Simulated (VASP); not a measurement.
Runs of VASP 6.6.1 on DyW2. The structure is that of space group F-43m (No. 216), or close to it. The cells are those of the table. The cell was generated, and may not be a known phase.

```tsv
task	cell	k mesh	gap on the mesh (eV)	pressure (GPa)	relaxed volume (Å³/atom)
single point	a = 4.447 Å, angles 60.0°, 3 atoms	6 × 6 × 6	none	(a)	-
relaxation of cell and atoms	relaxed from a = 4.537 Å, angles 60.0°, 3 atoms	12 × 12 × 12	none	0.0	22.09
relaxation of cell and atoms	relaxed from a = 4.447 Å, angles 60.0°, 3 atoms	6 × 6 × 6	none	-0.3	22.13
single point	a = 4.537 Å, angles 60.0°, 3 atoms	12 × 12 × 12	none	0.5	-
single point	a = 4.537 Å, angles 60.0°, 3 atoms	6 × 6 × 6	none	0.5	-
```

Alike in all rows: level PBE; potentials or basis VASP PAW PBE potentials, release 64 (Dy_3, W_sv), 4f in core; no spin polarisation; cutoff (eV) 500; smearing gaussian 0.1 eV.

Q: Fill in the values left out.

A: (a) 9.6.

Caveats: spin-orbit coupling is left out, which moves the levels of the heavy elements; the 4f electrons are frozen in the core, so they carry no moment and show no levels; the cell stands under pressure (at least some runs).

A k mesh can miss the band edges, and the runs leave out spin-orbit coupling on Dy, W.

A gap of «none» marks levels without a gap at the run's occupations.
